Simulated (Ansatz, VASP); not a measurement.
# Sb in VASP and in Ansatz

File POSCAR:

```
Sb
1.0
    2.1542000000      1.2437279499      3.7580000000
   -2.1542000000      1.2437279499      3.7580000000
    0.0000000000     -2.4874558998      3.7580000000
Sb
2
Direct
    0.7665100000      0.7665100000      0.7665100000
    0.2334900000      0.2334900000      0.2334900000
```

The input INCAR.step1:

```
SYSTEM = Sb
  PREC = Accurate
  ENCUT = 520
  EDIFF = 1E-5
  ISMEAR = -1
  SIGMA = 0.05
  LREAL = .False.
  LASPH = .True.
  NELM = 100
  ALGO = Normal
  ISIF = 2
  LWAVE = .True.
  LCHARG = .False.
  GGA = PE
  NBANDS = 12
```

File INCAR.step2:

```
SYSTEM = Sb
  PREC = Accurate
  ENCUT = 520
  EDIFF = 1E-6
  ISMEAR = -1
  SIGMA = 0.05
  LREAL = .False.
  LASPH = .True.
  NELM = 100
  ALGO = Normal
  ISIF = 2
  LWAVE = .False.
  LCHARG = .False.
  GGA = PS
  LHFCALC = .True.
  AEXX = 0.25
  HFSCREEN = 0.207
  PRECFOCK = Normal
  ISTART = 1
  NBANDS = 12
```

File KPOINTS:

```
regular mesh
0
Gamma
  4 4 4
  0 0 0
```

input.yaml

```yaml
crystal:
  lattice:
    - [2.1542, 1.2437279499, 3.758]
    - [-2.1542, 1.2437279499, 3.758]
    - [0.0, -2.4874558998, 3.758]
  atoms:
    - { symbol: Sb, position: [0.76651, 0.76651, 0.76651] }
    - { symbol: Sb, position: [0.23349, 0.23349, 0.23349] }
hamiltonian:
  xc:
    exchange: hjs_pbesol
    correlation: pbesol
    exx: { coeff: 0.25, omega: 0.207 }
  pseudopotentials: { kind: paw }
kpoints:
  mp_grid: { grid: [4, 4, 4] }
  band_path:
    path:
      - [[0.0, 0.0, 0.0], [0.5, 0.0, 0.0], [0.5, 0.2396873643, -0.2396873643]]
      - [[0.7603126357, 0.5, 0.2396873643], [0.5, 0.5, 0.5], [0.0, 0.0, 0.0], [0.3698436821, 0.0, -0.3698436821]]
      - [[0.6301563179, 0.3698436821, 0.0], [0.5, 0.5, 0.0], [0.6301563179, 0.6301563179, 0.2396873643], [0.5, 0.5, 0.5]]
      - [[0.5, 0.0, 0.0], [0.7603126357, 0.3698436821, 0.3698436821]]
    npoints: 4
scf:
  occupations: { method: fermi_dirac, width: 0.05 }
  n_extra_bands: 6
output:
  forces: true
  stress: true
  eigenvalues: true
  fatbands: false
```

Alike in both runs: functional PBEsol-based screened hybrid; k mesh 4 × 4 × 4; occupations fermi-dirac, width 0.05 eV; no spin polarisation.

|  | VASP | Ansatz |
| --- | --- | --- |
| version | VASP 6.6.1 | Ansatz 0.2.0 |
| potentials or method | VASP PAW PBE potentials, release 64 (Sb) | Ansatz PAW |
| plane-wave cutoff (eV) | 520 | 420 |
| valence electrons in the cell | 10 | 30 |
| task | single point | band structure |

```csv
,VASP,Ansatz,Ansatz less VASP
gap on the k mesh at the Fermi level (eV),0.32,0.30,-0.021
least direct gap on the mesh (eV),0.38,0.39,+0.011
pressure (GPa),-1.7,-0.9,+0.86
"traceless stress, the component that is largest in VASP (GPa)",-0.41,-0.49,-0.085
rms of the force components (eV/Å),0.253,0.216,-0.0373
```

VASP's potentials were made for PBE, not for PBEsol-based screened hybrid. Atom by atom the forces differ by 0.037 eV/Å (rms over components). With one functional, cell and mesh, what is left measures potentials, basis and numerics. VASP's potentials hold 10 valence electrons a cell and Ansatz's 30, so a difference there can come from the potentials and not from the codes.

The k mesh is coarse, so the values compare programs but aren't converged. Spin-orbit coupling is off throughout.
